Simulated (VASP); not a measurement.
# Si62Ge (a cell with a defect) in VASP: single point with PBEsol

Aim: the single point of Si62Ge (a cell with a defect) with PBEsol.

All numbers are computed with VASP 6.6.1; they aren't measurements. Logs are shortened: lines on timing, memory, paths and dates and some standing lists are left out, and cuts for length are marked.

## 1. The cell of the first run

The cell holds a defect, 63 atoms: a = 10.860 Å, b = 10.860 Å, c = 10.860 Å, α = 90.00°, β = 90.00°, γ = 90.00°.

## 2. Single point, PBEsol

The input, INCAR:

```
PREC     = Accurate       # precision mode
ENCUT    = 520            # plane-wave cutoff, eV
EDIFF    = 1E-6           # SCF threshold, eV
ISMEAR   = 0              # smearing method
SIGMA    = 0.05           # smearing width, eV
LREAL    = Auto         
LASPH    = T              # aspherical terms in the spheres
NELM     = 60             # most SCF steps
ALGO     = Normal         # electronic algorithm
ISIF     = 2              # what is computed and relaxed
LWAVE    = F              # write WAVECAR
LCHARG   = T              # write CHGCAR
GGA      = PS             # functional
LELF     = T              # ELF
LVHAR    = T            
NELECT   = 264.0        
NBANDS   = 168            # bands
```

The input, KPOINTS:

```
Automatic mesh
0
Gamma
  1 1 1
```

The input, POSCAR:

```
Si62Ge
1.0
   10.8600000000      0.0000000000      0.0000000000
    0.0000000000     10.8600000000      0.0000000000
    0.0000000000      0.0000000000     10.8600000000
Si Ge
62 1
Direct
    0.4830892265      0.0041836096     -0.0171083794
    0.6169674954      0.1206144567      0.1147057090
    0.7549440147      0.2458728361      0.0033596685
    0.8777381215      0.3744526703      0.1268228361
    0.7407289134     -0.0018932781      0.2472673112
    0.8695566298      0.1232526703      0.3689135359
    0.0010524862     -0.0025604052      0.0003325967
    0.1262191529      0.1252619705      0.1241593923
    0.2525776243      0.2537189687      0.0039260589
    0.3768726519      0.3790732965      0.1288881215
    0.4992016575      0.5025636280     -0.0014476980
    0.6251339779      0.6253037753      0.1244932781
    0.7480198895      0.7520112339     -0.0002192449
    0.8734089319      0.8754461326      0.1258786372
    0.2500788214      0.0013050645      0.2505771639
    0.3785116022      0.1276552486      0.3708626151
    0.5038862799      0.2519100368      0.2459358195
    0.6274035912      0.3742729282      0.3761928177
    0.7501117864      0.5002392265      0.2502192449
    0.8768023020      0.6230992634      0.3749819521
    0.4964340700      0.0029807551      0.5002724678
    0.6252180479      0.1257569982      0.6252470534
    0.7527272560      0.2485866483      0.5017252302
    0.8832769797      0.3657450276      0.6285255064
    0.7498430939     -0.0001796501      0.7496546041
    0.8786967772      0.1219247698      0.8728748619
   -0.0049310313      0.5000877532     -0.0055065378
    0.1229734807      0.6159423573      0.1274955801
    0.2481940147      0.7446638122      0.0058719153
    0.3734791897      0.8774960405      0.1215848987
    0.0022914365      0.2485443831      0.2531274401
    0.1289434622      0.3581955801      0.3917807551
    0.2454275322      0.4921289134      0.2600338858
    0.3707294659      0.6300629834      0.3713976980
    0.4992673112      0.7528223757      0.2478960405
    0.6248420810      0.8701422652      0.3802489871
   -0.0037908840      0.0041700737      0.4956845304
    0.2640351750      0.2356184162      0.5196098527
    0.3818944751      0.3806950276      0.6248258748
    0.4981231123      0.5062423573      0.4932293738
    0.6228356354      0.6255569982      0.6234626151
    0.7542201657      0.7478034070      0.5049265193
    0.8783416206      0.8783116022      0.6237612339
    0.3603045120      0.1391924494      0.8550549724
    0.5054815838      0.2569708103      0.7499004604
    0.6310358195      0.3731599448      0.8815147330
    0.7503717311      0.4978957643      0.7513019337
    0.8725980663      0.6293246777      0.8698240331
    0.0002693370      0.7484538674      0.2489302026
    0.1222425414      0.8761382136      0.3744248619
    0.0006724678      0.4958100368      0.5018522099
    0.1246913444      0.6249693370      0.6250558011
    0.2468056169      0.7538541436      0.5018968692
    0.3586185083      0.8909233886      0.6249673112
    0.0158290055      0.2337073665      0.7498791897
    0.1278123389      0.3715717311      0.8745386740
    0.2505830571      0.5003256906      0.7494936464
    0.3734454880      0.6278004604      0.8730153775
    0.4906340700      0.7583377532      0.7462508287
    0.6206733886      0.8758068140      0.8728798343
    0.0030454880      0.7533730203      0.7508820442
    0.1287845304      0.8710048803      0.8791763352
    0.2069617864      0.0824632597      0.6872778085
```

Potentials or basis: VASP PAW PBE potentials, release 64 (Si, Ge_d).

Launch:

```sh
$ cat potpaw_PBE.64/Si/POTCAR potpaw_PBE.64/Ge_d/POTCAR > POTCAR
$ mpirun -np 1 vasp_gam > vasp.out
```

OUTCAR:

```text
PREC = Accurate
   ENCUT = 520
   EDIFF = 1E-6
   ISMEAR = 0
   LREAL = Auto
   LASPH = T
   NELM = 60
   ISIF = 2
   GGA = PS
   NELECT = 264.0

 ion  position               nearest neighbor table
   1  0.483  0.004  0.983-  30 2.36  60 2.37   2 2.40  44 2.42
   2  0.617  0.121  0.115-   3 2.36  17 2.36   5 2.38   1 2.40
   3  0.755  0.246  0.003-  46 2.34   4 2.35   2 2.36  26 2.37
   4  0.878  0.374  0.127-   3 2.35  27 2.36  31 2.36  19 2.36
   5  0.741  0.998  0.247-   6 2.36  14 2.36  36 2.37   2 2.38
   6  0.870  0.123  0.369-  37 2.34  31 2.35  23 2.35   5 2.36
[... 28 lines left out ...]
  35  0.499  0.753  0.248-  34 2.35  36 2.36  30 2.36  12 2.36
  36  0.625  0.870  0.380-  35 2.36  42 2.36   5 2.37  21 2.39
  37  0.996  0.004  0.496-  43 2.33   6 2.34  50 2.35
  38  0.264  0.236  0.520-  39 2.33  16 2.35  32 2.42  63 2.54
  39  0.382  0.381  0.625-  38 2.33  45 2.33  40 2.34  57 2.36
  40  0.498  0.506  0.493-  34 2.34  39 2.34  41 2.35  18 2.38
  41  0.623  0.626  0.623-  42 2.34  40 2.35  47 2.40  59 2.43
  42  0.754  0.748  0.505-  41 2.34  43 2.34  36 2.36  20 2.37
  43  0.878  0.878  0.624-  37 2.33  42 2.34  25 2.36  61 2.36
[... 16 lines left out ...]
  60  0.621  0.876  0.873-  59 2.35  25 2.36   1 2.37  13 2.37
  61  0.003  0.753  0.751-  62 2.33  48 2.34  52 2.36  43 2.36
  62  0.129  0.871  0.879-  61 2.33  29 2.34   7 2.35
  63  0.207  0.082  0.687-  38 2.54  44 2.54  55 2.73  54 2.74

  LATTYP: Found a simple cubic cell.
 ALAT       =    10.8600000000

  Lattice vectors:

 A1 = (  10.8600000000,   0.0000000000,   0.0000000000)
 A2 = (   0.0000000000,  10.8600000000,   0.0000000000)
 A3 = (   0.0000000000,   0.0000000000,  10.8600000000)

Analysis of symmetry for initial positions (statically):
=====================================================================
 Subroutine PRICEL returns:
 Original cell was already a primitive cell.

 Routine SETGRP: Setting up the symmetry group for a
 simple cubic supercell.

 Subroutine GETGRP returns: Found  1 space group operations
 (whereof  1 operations were pure point group operations)
 out of a pool of 48 trial point group operations.

The static configuration has the point symmetry C_1 .

Analysis of symmetry for dynamics (positions and initial velocities):
=====================================================================
 Subroutine PRICEL returns:
 Original cell was already a primitive cell.

 Routine SETGRP: Setting up the symmetry group for a
 simple cubic supercell.

 Subroutine GETGRP returns: Found  1 space group operations
 (whereof  1 operations were pure point group operations)
 out of a pool of 48 trial point group operations.

The dynamic configuration has the point symmetry C_1 .

 Subroutine INISYM returns: Found  1 space group operations
 (whereof  1 operations are pure point group operations),
 and found     1 'primitive' translations

----------------------------------------------------------------------------------------

                                     Primitive cell

  volume of cell :    1280.8241

  direct lattice vectors                    reciprocal lattice vectors
    10.860000000  0.000000000  0.000000000     0.092081031  0.000000000  0.000000000
     0.000000000 10.860000000  0.000000000     0.000000000  0.092081031  0.000000000
     0.000000000  0.000000000 10.860000000     0.000000000  0.000000000  0.092081031

  length of vectors
    10.860000000 10.860000000 10.860000000     0.092081031  0.092081031  0.092081031

  position of ions in fractional coordinates (direct lattice)
     0.483089226  0.004183610  0.982891621
     0.616967495  0.120614457  0.114705709
     0.754944015  0.245872836  0.003359669
     0.877738122  0.374452670  0.126822836
     0.740728913  0.998106722  0.247267311
     0.869556630  0.123252670  0.368913536
[... 55 lines left out ...]
     0.128784530  0.871004880  0.879176335
     0.206961786  0.082463260  0.687277808

  ion indices of the primitive-cell ions
   primitive index   ion index
                 1           1
                 2           2
                 3           3
                 4           4
                 5           5
                 6           6
[... 55 lines left out ...]
                62          62
                63          63

----------------------------------------------------------------------------------------

 KPOINTS: Automatic mesh

Automatic generation of k-mesh.
 Grid dimensions read from file:
 generate k-points for:    1    1    1

 Generating k-lattice:

  Cartesian coordinates                     Fractional coordinates (reciprocal lattice)
     0.092081031  0.000000000  0.000000000     1.000000000  0.000000000  0.000000000
     0.000000000  0.092081031  0.000000000     0.000000000  1.000000000  0.000000000
     0.000000000  0.000000000  0.092081031     0.000000000  0.000000000  1.000000000

  Length of vectors
     0.092081031  0.092081031  0.092081031

  Shift w.r.t. Gamma in fractional coordinates (k-lattice)
     0.000000000  0.000000000  0.000000000

 Subroutine IBZKPT returns following result:
 ===========================================

 Found      1 irreducible k-points:

 Following reciprocal coordinates:
            Coordinates               Weight
  0.000000  0.000000  0.000000      1.000000
   k-points           NKPTS =      1   k-points in BZ     NKDIM =      1   number of bands    NBANDS=    168
   number of dos      NEDOS =    301   number of ions     NIONS =     63
   total plane-waves  NPLWV = 592704
   dimension x,y,z NGX =    84 NGY =   84 NGZ =   84
   dimension x,y,z NGXF=   168 NGYF=  168 NGZF=  168
   ions per type =              62   1
   NGX,Y,Z   is equivalent  to a cutoff of  12.86, 12.86, 12.86 a.u.
   NGXF,Y,Z  is equivalent  to a cutoff of  25.72, 25.72, 25.72 a.u.
 SYSTEM =  unknown system
   PREC   = accura    normal or accurate (medium, high low for compatibility)
   ISTART =      0    job   : 0-new  1-cont  2-samecut
   ICHARG =      2    charge: 1-file 2-atom 10-const
   ISPIN  =      1    spin polarized calculation?
   LNONCOLLINEAR =      F non collinear calculations
   LSORBIT =      F    spin-orbit coupling
   LASPH  =      T    aspherical Exc in radial PAW
   ENCUT  =  520.0 eV  38.22 Ry    6.18 a.u.  20.19 20.19 20.19*2*pi/ulx,y,z
   NELM   =     60;   NELMIN=  2; NELMDL= -5     # of ELM steps
   EDIFF  = 0.1E-05   stopping-criterion for ELM
   LREAL  =      T    real-space projection
   EDIFFG = 0.1E-04   stopping-criterion for IOM
   NSW    =      0    number of steps for IOM
   IBRION =     -1    ionic relax: 0-MD 1-quasi-New 2-CG
   NFREE  =      0    steps in history (QN), initial steepest desc. (CG)
   ISIF   =      2    stress and relaxation
   ISYM   =      2    0-nonsym 1-usesym 2-fastsym
   POTIM  = 0.5000    time-step for ionic-motion
   TEBEG  =    0.0;   TEEND  =   0.0 temperature during run
   PSTRESS=    0.0 pullay stress
   NELECT =     264.0000    total number of electrons
   NUPDOWN=      -1.0000    fix difference up-down
   EMIN   =  10.00;   EMAX   =-10.00  energy-range for DOS
   EFERMI =   0.00;   METHOD = LEGACY
   ISMEAR =     0;   SIGMA  =   0.05  broadening in eV -4-tet -1-fermi 0-gaus
   EFERMI_NEDOS =   21; number of points for ismear=-14 and -15
   IALGO  =     38    algorithm
   IMIX   =      4    mixing-type and parameters
     AMIX     =   0.40;   BMIX     =  1.00
     AMIX_MAG =   1.60;   BMIX_MAG =  1.00
  volume/ion in A,a.u.               =      20.33       137.20
  Fermi-wavevector in a.u.,A,eV,Ry     =   0.967044  1.827449 12.723821  0.935174
  Thomas-Fermi vector in A             =   2.096897
   LORBIT       =      0    0 simple, 1 ext, 2 COOP (PROOUT), +10 PAW based schemes
   GGA     = PS    functional components
   LHFCALC =     F    Hartree Fock is set to
   AEXX    =    0.0000 exact exchange contribution
   IVDW    =     0    specifies the selected vdW correction
   LEPSILON=     F    determine dielectric tensor
   LRPA    =     F    only Hartree local field effects (RPA)
 non-spin polarized calculation
 Gauss-broadening in eV      SIGMA  =   0.05
  energy-cutoff  :      520.00
  volume of cell :     1280.82
 maximum number of plane-waves:     17229
 NGX is ok and might be reduce to    84
   NGX = 41   NGY = 41   NGZ = 41

 number of electron     264.0000002 magnetization

 Free energy of the ion-electron system (eV)
  ---------------------------------------------------
  ext. energy  EPLUGINS =         0.00000000
  ---------------------------------------------------
  free energy    TOTEN  =      -339.11770420 eV

  energy without entropy =     -339.11335478  energy(sigma->0) =     -339.11552949

 E-fermi :   6.1132     XC(G=0):  -9.5490

 val. band max:        6.0328875175   @ k =   0.0000   0.0000   0.0000
 cond. band min:       6.1939951997   @ k =   0.0000   0.0000   0.0000
 fundamental gap:      0.1611076822
 Fermi energy:         6.1132215746

 k-point     1 :       0.0000    0.0000    0.0000
  band No.  band energies     occupation
      1     -18.3535      2.00000
      2     -18.3474      2.00000
      3     -18.3417      2.00000
      4     -18.3245      2.00000
      5     -18.3183      2.00000
      6      -6.2932      2.00000
[... 136 lines left out ...]
    143       6.7580      0.00000
    144       6.7865      0.00000
 [bands above 144 left out]

------------------------ aborting loop because EDIFF is reached ----------------------------------------

  FORCE on cell =-STRESS in cart. coord.  units (eV):
  Direction    XX          YY          ZZ          XY          YZ          ZX
  --------------------------------------------------------------------------------------
  -------------------------------------------------------------------------------------
  Total       12.9385695     12.9481541     17.8843518     11.1831545     -2.2333428      2.2671562
  in kB       16.1848012     16.1967905     22.3714592     13.9889602     -2.7936790      2.8359760
  external PRESSURE =      18.2510170 kB  Pullay stress =       0.0000000 kB

 VOLUME and BASIS-vectors are now :
 -----------------------------------------------------------------------------
  energy-cutoff  :      520.00
  volume of cell :     1280.82
      direct lattice vectors                 reciprocal lattice vectors
    10.860000000  0.000000000  0.000000000     0.092081031  0.000000000  0.000000000
     0.000000000 10.860000000  0.000000000     0.000000000  0.092081031  0.000000000
     0.000000000  0.000000000 10.860000000     0.000000000  0.000000000  0.092081031

 POSITION                                       TOTAL-FORCE (eV/Angst)
 -----------------------------------------------------------------------------------
      5.24635      0.04543     10.67420        -0.002190      0.000267     -0.000194
      6.70027      1.30987      1.24570         0.000175     -0.001663     -0.001708
      8.19869      2.67018      0.03649         0.002513     -0.002660      0.001976
      9.53224      4.06656      1.37730        -0.002815     -0.000150      0.002270
      8.04432     10.83944      2.68532         0.002321     -0.000658     -0.001690
      9.44338      1.33852      4.00640        -0.005550      0.006518     -0.003015
[... 55 lines left out ...]
      1.39860      9.45911      9.54786         0.004052      0.008201     -0.005036
      2.24761      0.89555      7.46384        -0.000607     -0.001218     -0.001846
 -----------------------------------------------------------------------------------
    total drift:                                0.016512      0.006020     -0.004803

  FREE ENERGIE OF THE ION-ELECTRON SYSTEM (eV)
  ---------------------------------------------------
  free  energy   TOTEN  =      -339.1177042012 eV

  energy  without entropy=     -339.1133547844  energy(sigma->0) =     -339.11552949
```

Wall time 2.9 min (1 thread of AMD EPYC 9R45 (Zen 5), shared host); peak memory 0.97 GiB.

What came out:

| Property | Result |
| --- | --- |
| Free energy | -339.1177 eV |
| Largest force | 0.011 eV/Å |

Forces in eV/Å, atoms in the order of the input:
```
Si  -0.002  0.000  0.000
Si   0.000 -0.002 -0.002
Si   0.003 -0.003  0.002
Si  -0.003  0.000  0.002
Si   0.002 -0.001 -0.002
Si  -0.006  0.007 -0.003
Si   0.000  0.001  0.001
Si   0.002  0.001 -0.002
Si   0.000  0.000  0.007
Si  -0.003  0.001 -0.002
Si  -0.003  0.001 -0.002
Si   0.000 -0.002  0.004
Si  -0.001  0.000 -0.002
Si  -0.002  0.000  0.002
Si   0.000 -0.001  0.001
Si  -0.003 -0.002 -0.004
Si   0.002 -0.001  0.001
Si   0.000 -0.002  0.002
Si   0.002  0.005  0.003
Si   0.001  0.000  0.000
Si   0.001  0.001 -0.001
Si   0.000 -0.002  0.000
Si   0.002 -0.001  0.001
Si  -0.002 -0.002  0.001
Si  -0.002 -0.002 -0.004
Si  -0.004  0.001  0.002
Si   0.000  0.000 -0.002
Si   0.003 -0.002  0.000
Si   0.000 -0.002  0.003
Si   0.001 -0.001  0.003
Si   0.001  0.000  0.001
Si   0.003 -0.002  0.001
Si  -0.001  0.002  0.000
Si  -0.003  0.002  0.001
Si  -0.001  0.003 -0.002
Si   0.000  0.003  0.001
Si   0.007  0.006  0.005
Si  -0.006 -0.005  0.001
Si   0.002  0.004  0.002
Si  -0.002 -0.002 -0.001
Si   0.000  0.000  0.003
Si   0.003 -0.002  0.000
Si  -0.002 -0.001  0.005
Si  -0.003 -0.006 -0.001
Si   0.004  0.001 -0.002
Si  -0.001  0.003  0.001
Si  -0.001  0.000 -0.005
Si   0.003  0.000  0.001
Si   0.000  0.003  0.000
Si   0.003 -0.001 -0.003
Si  -0.002  0.000  0.001
Si   0.002 -0.001 -0.001
Si  -0.001 -0.003 -0.001
Si  -0.003  0.003  0.006
Si   0.002 -0.006 -0.007
Si  -0.001  0.004  0.000
Si   0.001  0.001 -0.001
Si   0.000 -0.002  0.000
Si   0.002 -0.003 -0.005
Si   0.003 -0.002  0.001
Si   0.001  0.002 -0.002
Si   0.004  0.008 -0.005
Ge  -0.001 -0.001 -0.002
```

Caveat: the k points lie up to 0.58 Å⁻¹ apart; the cell carries a net charge on a neutralising background, which shifts energy and pressure; the cell is charged against a uniform background, so pressure and absolute levels hang on convention; the PAW data sets were made with another functional, which shifts forces and pressure a little.
